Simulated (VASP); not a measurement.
# Sb (Pm-3m) in VASP: notebook, part 2 of 2

VASP 6.6.1. The steps go on from the part before.

**3. Single point, PBE**

This run uses another cell than the first one, of 31.55 Å³/atom, 1.111 times its volume.

INCAR

```
PREC     = Accurate       # precision mode
ENCUT    = 520            # plane-wave cutoff, eV
EDIFF    = 1E-7           # SCF threshold, eV
ISMEAR   = 0              # smearing method
SIGMA    = 0.05           # smearing width, eV
LREAL    = False          # projectors in reciprocal space
LASPH    = True           # aspherical terms in the spheres
NELM     = 60             # most SCF steps
ALGO     = Normal         # electronic algorithm
ISIF     = 2              # what is computed and relaxed
LWAVE    = False          # write WAVECAR
LCHARG   = False          # write CHGCAR
GGA      = PE             # functional
NBANDS   = 8              # bands
```

KPOINTS

```
regular mesh
0
Gamma
  10 10 10
```

POSCAR

```
Sb
1.0
    3.1600000000      0.0000000000      0.0000000000
    0.0000000000      3.1600000000      0.0000000000
    0.0000000000      0.0000000000      3.1600000000
Sb
1
Direct
    0.0000000000      0.0000000000      0.0000000000
```

Potentials or basis: VASP PAW PBE potentials, release 64 (Sb).

The run is started by

```bash
> cat potpaw_PBE.64/Sb/POTCAR > POTCAR
> mpirun -np 1 vasp_std > vasp.out
```

OUTCAR:

```text
PREC = Accurate
   ENCUT = 520
   EDIFF = 1E-7
   ISMEAR = 0
   LREAL = False
   LASPH = True
   NELM = 60
   ISIF = 2
   GGA = PE

 ion  position               nearest neighbor table
   1  0.000  0.000  0.000-

  LATTYP: Found a simple cubic cell.
 ALAT       =     3.1600000000

  Lattice vectors:

 A1 = (   3.1600000000,   0.0000000000,   0.0000000000)
 A2 = (   0.0000000000,   3.1600000000,   0.0000000000)
 A3 = (   0.0000000000,   0.0000000000,   3.1600000000)

Analysis of symmetry for initial positions (statically):
=====================================================================
 Subroutine PRICEL returns:
 Original cell was already a primitive cell.

 Routine SETGRP: Setting up the symmetry group for a
 simple cubic supercell.

 Subroutine GETGRP returns: Found 48 space group operations
 (whereof 48 operations were pure point group operations)
 out of a pool of 48 trial point group operations.

The static configuration has the point symmetry O_h .

Analysis of symmetry for dynamics (positions and initial velocities):
[... 153 lines left out ...]
  ---------------------------------------------------
  free energy    TOTEN  =        -4.08955385 eV

  energy without entropy =       -4.08921473  energy(sigma->0) =       -4.08938429

 E-fermi :   6.3605     XC(G=0):  -9.3814

 val. band max:        6.3183702414   @ k =   0.5000   0.3000   0.3000
 cond. band min:       6.4022692147   @ k =   0.2000   0.2000   0.0000
 fundamental gap:      0.0838989733
 Fermi energy:         6.3604566620

 k-point     1 :       0.0000    0.0000    0.0000
  band No.  band energies     occupation
      1      -5.5189      2.00000
      2       9.5724      0.00000
      3       9.5724      0.00000
      4       9.5724      0.00000
      5      13.3156      0.00000
      6      13.3156      0.00000
      7      14.3842      0.00000
      8      23.7606      0.00000
[... 243 lines left out ...]
 k-point    24 :       0.3000    0.1000    0.1000
  band No.  band energies     occupation
      1      -4.0911      2.00000
      2       3.8476      2.00000
      3       9.1712      0.00000
      4       9.4140      0.00000
      5      16.0317      0.00000
      6      16.0556      0.00000
      7      17.4160      0.00000
      8      18.1175      0.00000

 [... further k-points ...]
[... 5 lines left out ...]
  --------------------------------------------------------------------------------------
  -------------------------------------------------------------------------------------
  Total       -0.5340000     -0.5340000     -0.5340000      0.0000000     -0.0000000      0.0000000
  in kB      -27.1138136    -27.1138136    -27.1138136      0.0000000     -0.0000000      0.0000000
  external PRESSURE =     -27.1138136 kB  Pullay stress =       0.0000000 kB

 VOLUME and BASIS-vectors are now :
 -----------------------------------------------------------------------------
  energy-cutoff  :      520.00
  volume of cell :       31.55
      direct lattice vectors                 reciprocal lattice vectors
     3.160000000  0.000000000  0.000000000     0.316455696  0.000000000  0.000000000
     0.000000000  3.160000000  0.000000000     0.000000000  0.316455696  0.000000000
     0.000000000  0.000000000  3.160000000     0.000000000  0.000000000  0.316455696

 POSITION                                       TOTAL-FORCE (eV/Angst)
 -----------------------------------------------------------------------------------
      0.00000      0.00000      0.00000         0.000000      0.000000      0.000000
 -----------------------------------------------------------------------------------
    total drift:                                0.000000      0.000000      0.000000

  FREE ENERGIE OF THE ION-ELECTRON SYSTEM (eV)
  ---------------------------------------------------
  free  energy   TOTEN  =        -4.0895538475 eV

  energy  without entropy=       -4.0892147298  energy(sigma->0) =       -4.08938429
```

OSZICAR:

```text
N       E                     dE             d eps       ncg     rms          rms(c)
DAV:   1     0.517086277934E+01    0.51709E+01   -0.15082E+03   896   0.390E+02
DAV:   2    -0.397355494461E+01   -0.91444E+01   -0.86245E+01  1304   0.509E+01
DAV:   3    -0.408374551794E+01   -0.11019E+00   -0.11019E+00  1056   0.657E+00
DAV:   4    -0.408424179783E+01   -0.49628E-03   -0.49628E-03  1360   0.525E-01
DAV:   5    -0.408424406027E+01   -0.22624E-05   -0.22621E-05  1112   0.232E-02    0.176E+00
DAV:   6    -0.408730549911E+01   -0.30614E-02   -0.11287E-03  1160   0.210E-01    0.104E+00
DAV:   7    -0.408948196865E+01   -0.21765E-02   -0.27667E-03   984   0.322E-01    0.838E-02
DAV:   8    -0.408954884861E+01   -0.66880E-04   -0.10537E-04  1136   0.682E-02    0.729E-03
DAV:   9    -0.408955322968E+01   -0.43811E-05   -0.34051E-06  1184   0.115E-02    0.228E-03
DAV:  10    -0.408955383213E+01   -0.60245E-06   -0.13378E-06  1048   0.616E-03    0.402E-04
DAV:  11    -0.408955384746E+01   -0.15330E-07   -0.14017E-08   976   0.749E-04
   1 F= -.40895538E+01 E0= -.40893843E+01  d E =-.339118E-03
```

stdout:

```text
POSCAR found type information on POSCAR Sb
 POSCAR found :  1 types and       1 ions
 scaLAPACK will be used
 LDA part: xc-table for (Slater+PW92), standard interpolation
 POSCAR, INCAR and KPOINTS ok, starting setup
 FFT: planning ... GRIDC
 FFT: planning ... GRID_SOFT
 FFT: planning ... GRID
 WAVECAR not read
 entering main loop
```

It took 14 s on 1 thread of Intel Xeon 8259CL, shared host; peak memory 0.14 GiB.

What came out:

```
Free energy : -4.0896 eV
Pressure    : -2.7 GPa
```

Caveat: spin-orbit coupling is left out, which moves the levels of the heavy elements.

**4. Single point, r2SCAN**

This run uses another cell than the first one, of 31.55 Å³/atom, 1.111 times its volume.

POSCAR is that of step 3.

INCAR.step1

```
ALGO     = Normal         # electronic algorithm
EDIFF    = 1E-4           # SCF threshold, eV
ENCUT    = 520            # plane-wave cutoff, eV
GGA      = PE             # functional
ISMEAR   = 0              # smearing method
LASPH    = T              # aspherical terms in the spheres
LCHARG   = F              # write CHGCAR
LREAL    = F              # projectors in reciprocal space
LWAVE    = T              # write WAVECAR
NBANDS   = 8              # bands
NELM     = 100            # most SCF steps
PREC     = Accurate       # precision mode
SIGMA    = 0.05           # smearing width, eV
```

INCAR.step2

```
ALGO     = Normal         # electronic algorithm
EDIFF    = 1E-7           # SCF threshold, eV
ENCUT    = 520            # plane-wave cutoff, eV
ISIF     = 2              # what is computed and relaxed
ISMEAR   = 0              # smearing method
ISTART   = 1            
LASPH    = T              # aspherical terms in the spheres
LCHARG   = F              # write CHGCAR
LMIXTAU  = T            
LREAL    = F              # projectors in reciprocal space
LWAVE    = F              # write WAVECAR
METAGGA  = R2SCAN         # meta-GGA
NBANDS   = 8              # bands
NELM     = 100            # most SCF steps
PREC     = Accurate       # precision mode
SIGMA    = 0.05           # smearing width, eV
```

KPOINTS

```
k-points
0
Gamma
  10 10 10
```

The run is started by

```bash
> cat potpaw_PBE.64/Sb/POTCAR > POTCAR
> cp INCAR.step1 INCAR
> mpirun -np 1 vasp_std > vasp.out
> cp INCAR.step2 INCAR
> mpirun -np 1 vasp_std > vasp.out
```

Run time: 60 s. Hardware: 1 thread of Intel Xeon 8259CL, shared host; peak memory 0.15 GiB.

It converged, with:

```yaml
Free_energy: -25.6298 eV
Pressure: -3.9 GPa
```

Levels at points of the mesh, in eV from the Fermi level:
| k point | band 1 | band 2 | band 3 | band 4 | band 5 |
| --- | --- | --- | --- | --- | --- |
| (0.00, 0.00, 0.00) | -12.52 | 3.30 | 3.30 | 3.30 | 7.21 |
| (0.50, 0.00, 0.00) | -10.16 | -5.46 | 5.25 | 5.25 | 9.20 |
| (0.50, 0.50, 0.00) | -7.63 | -3.51 | -3.51 | 2.70 | 7.23 |
| (0.50, 0.50, 0.50) | -4.79 | -1.68 | -1.68 | -1.68 | 5.28 |

Caveat: the PAW data sets were made with another functional, which shifts forces and pressure a little; spin-orbit coupling is left out, which moves the levels of the heavy elements.

**5. Single point, PBE**

This run uses another cell than the first one, of 31.55 Å³/atom, 1.111 times its volume.

INCAR

```
SYSTEM = Sb
ALGO = Normal ; EDIFF = 1E-6
ENCUT = 500 ; GGA = PE
GGA_COMPAT = .FALSE. ; ISIF = 2
ISMEAR = 0 ; LASPH = .TRUE.
LCHARG = .FALSE. ; LREAL = .FALSE.
LWAVE = .FALSE. ; NBANDS = 8
NELECT = 5.25 ; NELM = 120
PREC = Accurate ; SIGMA = 0.05
```

KPOINTS

```
k-points
0
G
  10 10 10
  0 0 0
```

POSCAR is that of step 4.

The run is started by

```bash
> cat potpaw_PBE.64/Sb/POTCAR > POTCAR
> mpirun -np 1 vasp_std > vasp.out
```

Run time: 4.5 s. Hardware: 1 thread of Intel Xeon Platinum 8559C (Emerald Rapids), shared host; peak memory 0.14 GiB.

It converged, with:

| Property | Result |
| --- | --- |
| Free energy | -2.4238 eV |

Levels at points of the mesh, in eV from the Fermi level:
```
           k point  band 1  band 2  band 3  band 4  band 5  band 6  band 7
(0.00, 0.00, 0.00)  -12.47    2.62    2.62    2.62    6.34    6.34    7.27
(0.50, 0.00, 0.00)  -10.22   -5.76    4.48    4.48    8.37    9.80   10.54
(0.50, 0.50, 0.00)   -7.86   -3.82   -3.82    1.72    6.34   11.95   12.50
(0.50, 0.50, 0.50)   -5.26   -2.00   -2.00   -2.00    4.30    4.30    4.30
```

Caveat: the cell carries a net charge on a neutralising background, which shifts energy and pressure; the cell is charged against a uniform background, so pressure and absolute levels hang on convention; spin-orbit coupling is left out, which moves the levels of the heavy elements.

**6. Overview**

| level | cell | gap on the mesh (eV) | pressure (GPa) |
| --- | --- | --- | --- |
| PBE | a = 3.051 Å, 1 atom | none | 3.4 |
| PBE | a = 3.160 Å, 1 atom | none | -2.7 |
| r2SCAN | a = 3.160 Å, 1 atom | none | -3.9 |

Alike in all rows: task single point; potentials or basis VASP PAW PBE potentials, release 64 (Sb); no spin polarisation; k mesh 10 × 10 × 10; cutoff (eV) 520; smearing gaussian 0.05 eV.

Caveats: spin-orbit coupling is left out, which moves the levels of the heavy elements; the PAW data sets were made with another functional, which shifts forces and pressure a little (some runs).

Absolute energies hang on the potentials; compare differences alone.
